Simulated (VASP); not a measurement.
A run of VASP 6.6.1 is set up as follows.

The input INCAR:

```
PREC = Accurate
ENCUT = 520
EDIFF = 1E-6
ISMEAR = 0
SIGMA = 0.1
LREAL = F
LASPH = T
NELM = 60
ALGO = Normal
ISIF = 2
LWAVE = F
LCHARG = F
GGA = PS
NBANDS = 38
```

The input KPOINTS:

```
Automatic mesh
0
Gamma
  8 10 6
```

POSCAR

```
SiNi
1.0
    5.0878282920      0.0000000000      0.0000000000
    0.0000000000      3.3577714997      0.0000000000
    0.0000000000      0.0000000000      5.5278301680
Si Ni
4 4
Direct
    0.3214276653      0.7500000000      0.0865554849
    0.1785723347      0.2500000000      0.5865554849
    0.8214276653      0.7500000000      0.4134445151
    0.6785723347      0.2500000000      0.9134445151
    0.0093007266      0.2500000000      0.1873863651
    0.4906992734      0.7500000000      0.6873863651
    0.5093007266      0.2500000000      0.3126136349
    0.9906992734      0.7500000000      0.8126136349
```

Potentials or basis: VASP PAW PBE potentials, release 64 (Si, Ni).

Command:

```sh
$ cat potpaw_PBE.64/Si/POTCAR potpaw_PBE.64/Ni/POTCAR > POTCAR
$ mpirun -np 1 vasp_std > vasp.out
```

Q: What does it give for the largest force?

A: 0.017 eV/Å.

Q: Predict the band gap on the k mesh.

A: Zero (band 28 reaches 11.82 eV, above the bottom of band 29 at 9.93 eV).

Q: What does it give for the pressure?

A: 0.2 GPa.

Stress tensor (GPa, compression positive):
```
0.28 0.00 0.00
0.00 0.14 0.00
0.00 0.00 0.19
```

Caveat: the PAW data sets were made with another functional, which shifts forces and pressure a little. Spin polarisation is off, so any magnetic state and its effect on volume and gap are missing.
